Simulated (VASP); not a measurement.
A run of VASP 6.6.1:

The input INCAR:

```
SYSTEM = Na
PREC     = Accurate       ! precision mode
ENCUT    = 500            ! plane-wave cutoff, eV
EDIFF    = 1E-6           ! SCF threshold, eV
ISMEAR   = -1             ! smearing method
SIGMA    = 0.05           ! smearing width, eV
LREAL    = .FALSE.        ! projectors in reciprocal space
LASPH    = .TRUE.         ! aspherical terms in the spheres
NELM     = 120            ! most SCF steps
ALGO     = Normal         ! electronic algorithm
ISIF     = 2              ! what is computed and relaxed
LWAVE    = .FALSE.        ! write WAVECAR
LCHARG   = .FALSE.        ! write CHGCAR
GGA      = PS             ! functional
NBANDS   = 10             ! bands
GGA_COMPAT= .FALSE.
```

KPOINTS

```
regular mesh
0
G
  15 15 15
  0 0 0
```

Contents of POSCAR:

```
Na
1.0
    0.0000000000      1.9995037985      1.9995037985
    1.9995037985      0.0000000000      1.9995037985
    1.9995037985      1.9995037985      0.0000000000
Na
1
Direct
    0.0000000000      0.0000000000      0.0000000000
```

Potentials or basis: VASP PAW PBE potentials, release 64 (Na_pv).

Launch:

```console
$ cat potpaw_PBE.64/Na_pv/POTCAR > POTCAR
$ mpirun -np 1 vasp_std > vasp.out
```

Hardware: 1 thread of Intel(R) Xeon(R) Platinum 8259CL CPU @ 2.50GHz (Skylake/Cascade Lake) (shared host).

Task: Estimate the wall time of this run.

Result: It took 14 s on 1 thread of Intel(R) Xeon(R) Platinum 8259CL CPU @ 2.50GHz (Skylake/Cascade Lake), on a shared host, peak memory 0.14 GiB. Counts: scf iterations 9, k points 120.
